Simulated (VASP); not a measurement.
# GaP (base) (F-43m) in VASP: notebook, part 3 of 3

VASP 6.6.1. The steps go on from the part before.

### Step 4. Relaxation of cell and atoms, PBE

INCAR reads:

```
SYSTEM = GaP
  ALGO = Normal
  EDIFF = 1E-7
  EDIFFG = -0.002
  ENCUT = 600
  GGA = PE
  IBRION = 2
  ISIF = 3
  ISMEAR = 0
  LASPH = .True.
  LCHARG = .False.
  LREAL = .False.
  LWAVE = .False.
  NELM = 100
  NSW = 100
  PREC = Accurate
  SIGMA = 0.02
```

KPOINTS reads:

```
k-points
0
Gamma
  8 8 8
  0 0 0
```

POSCAR reads:

```
GaP
1.0
    0.0000000000      2.7258124900      2.7258124900
    2.7258124900      0.0000000000      2.7258124900
    2.7258124900      2.7258124900      0.0000000000
Ga P
1 1
Direct
    0.0000000000      0.0000000000      0.0000000000
    0.7500000000      0.7500000000      0.7500000000
```

Potentials or basis: VASP PAW PBE potentials, release 64 (Ga_d, P).

On the command line:

```
$ cat potpaw_PBE.64/Ga_d/POTCAR potpaw_PBE.64/P/POTCAR > POTCAR
$ mpirun -np 1 vasp_std > vasp.out
```

OUTCAR:

```text
SYSTEM = GaP
   EDIFF = 1E-7
   EDIFFG = -0.002
   ENCUT = 600
   GGA = PE
   IBRION = 2
   ISIF = 3
   ISMEAR = 0
   LASPH = .True.
   LREAL = .False.
   NELM = 100
   NSW = 100
   PREC = Accurate

 ion  position               nearest neighbor table
   1  0.000  0.000  0.000-   2 2.36   2 2.36   2 2.36   2 2.36
   2  0.750  0.750  0.750-   1 2.36   1 2.36   1 2.36   1 2.36

  LATTYP: Found a face centered cubic cell.
 ALAT       =     5.4516249800

  Lattice vectors:

 A1 = (   0.0000000000,   2.7258124900,   2.7258124900)
 A2 = (   2.7258124900,   0.0000000000,   2.7258124900)
 A3 = (   2.7258124900,   2.7258124900,   0.0000000000)

Analysis of symmetry for initial positions (statically):
[... 5 lines left out ...]
 face centered cubic supercell.

 Subroutine GETGRP returns: Found 24 space group operations
 (whereof 24 operations were pure point group operations)
 out of a pool of 48 trial point group operations.

The static configuration has the point symmetry T_d .

Analysis of symmetry for dynamics (positions and initial velocities):
[... 5 lines left out ...]
 face centered cubic supercell.

 Subroutine GETGRP returns: Found 24 space group operations
 (whereof 24 operations were pure point group operations)
 out of a pool of 48 trial point group operations.

The dynamic configuration has the point symmetry T_d .

 Subroutine INISYM returns: Found 24 space group operations
 (whereof 24 operations are pure point group operations),
 and found     1 'primitive' translations

----------------------------------------------------------------------------------------

                                     Primitive cell

  volume of cell :      40.5059

  direct lattice vectors                    reciprocal lattice vectors
     0.000000000  2.725812490  2.725812490    -0.183431546  0.183431546  0.183431546
     2.725812490  0.000000000  2.725812490     0.183431546 -0.183431546  0.183431546
     2.725812490  2.725812490  0.000000000     0.183431546  0.183431546 -0.183431546

  length of vectors
     3.854880992  3.854880992  3.854880992     0.317712758  0.317712758  0.317712758

  position of ions in fractional coordinates (direct lattice)
     0.000000000  0.000000000  0.000000000
     0.750000000  0.750000000  0.750000000

  ion indices of the primitive-cell ions
   primitive index   ion index
                 1           1
                 2           2

----------------------------------------------------------------------------------------

 KPOINTS: k-points

Automatic generation of k-mesh.
 Grid dimensions read from file:
 generate k-points for:    8    8    8

 Generating k-lattice:

  Cartesian coordinates                     Fractional coordinates (reciprocal lattice)
    -0.022928943  0.022928943  0.022928943     0.125000000  0.000000000  0.000000000
     0.022928943 -0.022928943  0.022928943     0.000000000  0.125000000  0.000000000
     0.022928943  0.022928943 -0.022928943     0.000000000  0.000000000  0.125000000

  Length of vectors
     0.039714095  0.039714095  0.039714095

  Shift w.r.t. Gamma in fractional coordinates (k-lattice)
     0.000000000  0.000000000  0.000000000

 Subroutine IBZKPT returns following result:
 ===========================================

 Found     29 irreducible k-points:

 Following reciprocal coordinates:
            Coordinates               Weight
  0.000000  0.000000  0.000000      1.000000
  0.125000  0.000000  0.000000      8.000000
  0.250000  0.000000  0.000000      8.000000
  0.375000  0.000000  0.000000      8.000000
  0.500000  0.000000  0.000000      4.000000
  0.125000  0.125000  0.000000      6.000000
[... 16 lines left out ...]
  0.500000  0.250000  0.125000     48.000000
 -0.375000  0.250000  0.125000     24.000000
 [... further k-points ...]
   k-points           NKPTS =     29   k-points in BZ     NKDIM =     29   number of bands    NBANDS=     13
   number of dos      NEDOS =    301   number of ions     NIONS =      2
   total plane-waves  NPLWV =  32768
   dimension x,y,z NGX =    32 NGY =   32 NGZ =   32
   dimension x,y,z NGXF=    64 NGYF=   64 NGZF=   64
   ions per type =               1   1
   NGX,Y,Z   is equivalent  to a cutoff of  13.80, 13.80, 13.80 a.u.
   NGXF,Y,Z  is equivalent  to a cutoff of  27.60, 27.60, 27.60 a.u.
 SYSTEM =  GaP
   PREC   = accura    normal or accurate (medium, high low for compatibility)
   ISTART =      0    job   : 0-new  1-cont  2-samecut
   ICHARG =      2    charge: 1-file 2-atom 10-const
   ISPIN  =      1    spin polarized calculation?
   LNONCOLLINEAR =      F non collinear calculations
   LSORBIT =      F    spin-orbit coupling
   LASPH  =      T    aspherical Exc in radial PAW
   ENCUT  =  600.0 eV  44.10 Ry    6.64 a.u.   7.70  7.70  7.70*2*pi/ulx,y,z
   NELM   =    100;   NELMIN=  2; NELMDL= -5     # of ELM steps
   EDIFF  = 0.1E-06   stopping-criterion for ELM
   LREAL  =      F    real-space projection
   EDIFFG = -.2E-02   stopping-criterion for IOM
   NSW    =    100    number of steps for IOM
   IBRION =      2    ionic relax: 0-MD 1-quasi-New 2-CG
   NFREE  =      1    steps in history (QN), initial steepest desc. (CG)
   ISIF   =      3    stress and relaxation
   ISYM   =      2    0-nonsym 1-usesym 2-fastsym
   POTIM  = 0.5000    time-step for ionic-motion
   TEBEG  =    0.0;   TEEND  =   0.0 temperature during run
   PSTRESS=    0.0 pullay stress
   NELECT =      18.0000    total number of electrons
   NUPDOWN=      -1.0000    fix difference up-down
   EMIN   =  10.00;   EMAX   =-10.00  energy-range for DOS
   EFERMI =   0.00;   METHOD = LEGACY
   ISMEAR =     0;   SIGMA  =   0.02  broadening in eV -4-tet -1-fermi 0-gaus
   EFERMI_NEDOS =   21; number of points for ismear=-14 and -15
   IALGO  =     38    algorithm
   IMIX   =      4    mixing-type and parameters
     AMIX     =   0.40;   BMIX     =  1.00
     AMIX_MAG =   1.60;   BMIX_MAG =  1.00
  volume/ion in A,a.u.               =      20.25       136.67
  Fermi-wavevector in a.u.,A,eV,Ry     =   1.249280  2.360796 21.234610  1.560700
  Thomas-Fermi vector in A             =   2.383328
   LORBIT       =      0    0 simple, 1 ext, 2 COOP (PROOUT), +10 PAW based schemes
   GGA     = PE    functional components
   LHFCALC =     F    Hartree Fock is set to
   AEXX    =    0.0000 exact exchange contribution
   IVDW    =     0    specifies the selected vdW correction
   LEPSILON=     F    determine dielectric tensor
   LRPA    =     F    only Hartree local field effects (RPA)
 conjugate gradient relaxation of ions
 non-spin polarized calculation
 Gauss-broadening in eV      SIGMA  =   0.02
  energy-cutoff  :      600.00
  volume of cell :       40.51
 maximum number of plane-waves:      1366
   NGX = 15   NGY = 15   NGZ = 15

--------------------------------------- Ionic step        1  -------------------------------------------

 number of electron      18.0000003 magnetization

 Free energy of the ion-electron system (eV)
  ---------------------------------------------------
  ext. energy  EPLUGINS =         0.00000000
  ---------------------------------------------------
  free energy    TOTEN  =        -9.11643707 eV

  energy without entropy =       -9.11643707  energy(sigma->0) =       -9.11643707

------------------------ aborting loop because EDIFF is reached ----------------------------------------

  FORCE on cell =-STRESS in cart. coord.  units (eV):
  Direction    XX          YY          ZZ          XY          YZ          ZX
  --------------------------------------------------------------------------------------
  -------------------------------------------------------------------------------------
  Total        0.6096109      0.6096109      0.6096109      0.0000000      0.0000000      0.0000000
  in kB       24.1126740     24.1126740     24.1126740      0.0000000      0.0000000      0.0000000
  external PRESSURE =      24.1126740 kB  Pullay stress =       0.0000000 kB
[... 59 lines left out ...]
--------------------------------------- Ionic step        3  -------------------------------------------

 number of electron      17.9999991 magnetization

 Free energy of the ion-electron system (eV)
  ---------------------------------------------------
  ext. energy  EPLUGINS =         0.00000000
  ---------------------------------------------------
  free energy    TOTEN  =        -9.12527009 eV

  energy without entropy =       -9.12527009  energy(sigma->0) =       -9.12527009

 E-fermi :   4.4411     XC(G=0):  -9.6966

 val. band max:        4.3508368456   @ k =   0.0000   0.0000   0.0000
 cond. band min:       5.9298545600   @ k =   0.0000   0.0000   0.0000
 fundamental gap:      1.5790177145
 Fermi energy:         4.4411066070

 k-point     1 :       0.0000    0.0000    0.0000
  band No.  band energies     occupation
      1     -10.1535      2.00000
      2     -10.1535      2.00000
      3     -10.1535      2.00000
      4     -10.0627      2.00000
      5     -10.0627      2.00000
      6      -7.9191      2.00000
      7       4.3508      2.00000
      8       4.3508      2.00000
      9       4.3508      2.00000
     10       5.9299      0.00000
     11       8.2464      0.00000
     12       8.2464      0.00000
     13       8.2464      0.00000
[... 354 lines left out ...]
  band No.  band energies     occupation
      1     -10.2320      2.00000
      2     -10.1254      2.00000
      3     -10.1146      2.00000
      4     -10.0671      2.00000
      5     -10.0560      2.00000
      6      -5.5614      2.00000
      7      -1.9226      2.00000
      8       1.2666      2.00000
      9       2.4973      2.00000
     10       7.7184      0.00000
     11       8.6696      0.00000
     12      10.7233      0.00000
     13      12.1862      0.00000

 [... further k-points ...]
[... 5 lines left out ...]
  --------------------------------------------------------------------------------------
  -------------------------------------------------------------------------------------
  Total       -0.0001508     -0.0001508     -0.0001508      0.0000000      0.0000000     -0.0000000
  in kB       -0.0057917     -0.0057917     -0.0057917      0.0000000      0.0000000     -0.0000000
  external PRESSURE =      -0.0057917 kB  Pullay stress =       0.0000000 kB
[... 17 lines left out ...]
  FREE ENERGIE OF THE ION-ELECTRON SYSTEM (eV)
  ---------------------------------------------------
  free  energy   TOTEN  =        -9.1252700926 eV

  energy  without entropy=       -9.1252700926  energy(sigma->0) =       -9.12527009

 reached required accuracy - stopping structural energy minimisation
```

OSZICAR:

```text
N       E                     dE             d eps       ncg     rms          rms(c)
DAV:   1     0.838747900004E+02    0.83875E+02   -0.10162E+04   786   0.216E+03
DAV:   2    -0.265581026417E+01   -0.86531E+02   -0.83716E+02   834   0.355E+02
DAV:   3    -0.925577027616E+01   -0.66000E+01   -0.65671E+01   944   0.787E+01
[... 28 lines left out ...]
DAV:   5    -0.912527029311E+01    0.95945E-04   -0.62896E-05  1037   0.121E-01    0.126E-02
DAV:   6    -0.912526971067E+01    0.58244E-06   -0.32642E-06  1073   0.241E-02    0.605E-03
DAV:   7    -0.912526992127E+01   -0.21060E-06   -0.28797E-07   901   0.767E-03    0.310E-03
DAV:   8    -0.912527009381E+01   -0.17253E-06   -0.13168E-07   689   0.409E-03    0.456E-04
DAV:   9    -0.912527009262E+01    0.11873E-08   -0.67514E-09   397   0.901E-04
   3 F= -.91252701E+01 E0= -.91252701E+01  d E =-.883303E-02
```

CONTCAR:

```text
GaP
   1.00000000000000
    -0.0000000000000000    2.7526582631524348    2.7526582631524348
     2.7526582631524348    0.0000000000000000    2.7526582631524348
     2.7526582631524348    2.7526582631524348    0.0000000000000000
  Ga              P
     1     1
Direct
     0.0000000000000000    0.0000000000000000    0.0000000000000000
     0.7500000000000000    0.7500000000000000    0.7500000000000000

  0.00000000E+00  0.00000000E+00  0.00000000E+00
  0.00000000E+00  0.00000000E+00  0.00000000E+00
```

It took 39 s on 1 thread of AMD EPYC 7R43 (Zen 3), shared host; peak memory 0.16 GiB.

What came out:

| Quantity | Value |
| --- | --- |
| Free energy | -9.1253 eV |
| Relaxed volume | 20.86 Å³/atom |
| Relaxed cell | a = 3.893 Å, b = 3.893 Å, c = 3.893 Å, α = 60.00°, β = 60.00°, γ = 60.00° |
| Space group after relaxing (to 0.05 Å) | F-43m (No. 216) |
| Energy gained by relaxing | 4.4 meV/atom |
| Ionic steps | 3 |
| Pressure after relaxing | 0.0 GPa |
| Band gap on the k mesh | 1.58 eV, direct |

The path:
| step | energy change (eV) | largest force (eV/Å) | pressure (GPa) | volume (Å³) |
| --- | --- | --- | --- | --- |
| 1 | 0.0000 | 0.0000 | 2.41 | 40.51 |
| 2 | -0.0068 | 0.0000 | -1.04 | 42.32 |
| 3 | -0.0088 | 0.0000 | 0.00 | 41.71 |

Final structure:
```yaml
crystal:
  lattice:
    - [0.00000, 2.75266, 2.75266]
    - [2.75266, 0.00000, 2.75266]
    - [2.75266, 2.75266, 0.00000]
  atoms:
    - { symbol: Ga, position: [0.00000, 0.00000, 0.00000] }
    - { symbol: P, position: [0.75000, 0.75000, 0.75000] }
```

Levels at points of the mesh, in eV from the valence-band top:
```
           k point  band 7  band 8  band 9  band 10  band 11  band 12
(0.00, 0.00, 0.00)    0.00    0.00    0.00     1.58     3.90     3.90
(0.50, 0.00, 0.00)   -6.46   -1.07   -1.07     1.58     4.73     4.73
(0.50, 0.50, 0.00)   -6.61   -2.58   -2.58     1.72     1.85    10.37
```

A k mesh can miss the band edges. Expect the measured gap to be larger: semilocal functionals such as PBE lack the derivative discontinuity.

### Step 5. Single point, PBE

This run uses another cell than the first one, of 20.86 Å³/atom, 1.030 times its volume.

INCAR reads:

```
ALGO = Normal
EDIFF = 1E-6
ENCUT = 520
GGA = PE
ISIF = 2
ISMEAR = 0
LASPH = T
LCHARG = F
LREAL = F
LWAVE = F
NBANDS = 16
NELM = 100
PREC = Accurate
SIGMA = 0.02
```

KPOINTS reads:

```
k-points
0
Gamma
  8 8 8
```

POSCAR reads:

```
GaP
1.0
    0.0000000000      2.7529840984      2.7529840984
    2.7529840984      0.0000000000      2.7529840984
    2.7529840984      2.7529840984      0.0000000000
Ga P
1 1
Direct
    0.0000000000      0.0000000000      0.0000000000
    0.7500000000      0.7500000000      0.7500000000
```

On the command line:

```
$ cat potpaw_PBE.64/Ga_d/POTCAR potpaw_PBE.64/P/POTCAR > POTCAR
$ mpirun -np 1 vasp_std > vasp.out
```

It took 12 s on 1 thread of Intel Xeon 6975P-C, shared host; peak memory 0.17 GiB.

It converged, with:

* Free energy: -9.1256 eV
* Pressure: -0.1 GPa
* Band gap on the k mesh: 1.58 eV, direct

Levels at points of the mesh, in eV from the valence-band top:
| k point | band 7 | band 8 | band 9 | band 10 | band 11 | band 12 |
| --- | --- | --- | --- | --- | --- | --- |
| (0.00, 0.00, 0.00) | 0.00 | 0.00 | 0.00 | 1.58 | 3.90 | 3.90 |
| (0.50, 0.00, 0.00) | -6.46 | -1.07 | -1.07 | 1.58 | 4.73 | 4.73 |
| (0.50, 0.50, 0.00) | -6.61 | -2.58 | -2.58 | 1.72 | 1.85 | 10.37 |

### Step 6. The runs side by side

```csv
task,cell,k mesh,cutoff (eV),smearing,gap on the mesh (eV),pressure (GPa)
single point,"a = 3.855 Å, angles 60.0°, 2 atoms",6 × 6 × 6,520,gaussian 0.1 eV,1.65,2.4
single point,"a = 3.893 Å, angles 60.0°, 2 atoms",8 × 8 × 8,520,gaussian 0.02 eV,1.58,-0.1
relaxation of cell and atoms,"relaxed from a = 3.855 Å, angles 60.0°, 2 atoms",8 × 8 × 8,600,gaussian 0.02 eV,1.58,0.0
```

Alike in all rows: level PBE; potentials or basis VASP PAW PBE potentials, release 64 (Ga_d, P); no spin polarisation.

Total energies depend on the potentials used, so only differences within one code and one set of settings carry meaning.
